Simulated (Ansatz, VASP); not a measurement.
One calculation of MgO, two programs

```
Mg O
1.0
     0.00000    2.12450    2.12450
     2.12450    0.00000    2.12450
     2.12450    2.12450    0.00000
Mg O
1 1
Cartesian
  0.0000 0.0000 0.0000
  2.1245 2.1245 2.1245
```

Alike in both runs: task single point; functional PBE; k mesh 8 × 8 × 8; occupations gaussian, width 0.1 eV; no spin polarisation.

|  | VASP | Ansatz |
| --- | --- | --- |
| version | VASP 6.6.1 | Ansatz 0.2.0 |
| potentials or method | VASP PAW PBE potentials, release 64 (Mg, O), cutoff 520 eV | scalar-relativistic, plane waves, PAW |
| valence electrons in the cell | 8 | 16 |

Ansatz gave:

```
gap on the k mesh at the Fermi level (eV) : 4.50
least direct gap on the mesh (eV)         : 4.50
pressure (GPa)                            : 0.6
```

**Question.** What did VASP give for the same quantities?

**Answer.** gap on the k mesh at the Fermi level (eV): 4.48; least direct gap on the mesh (eV): 4.48; pressure (GPa): -0.2.

VASP's potentials hold 8 valence electrons a cell and Ansatz's 16, so a difference there can come from the potentials and not from the codes.
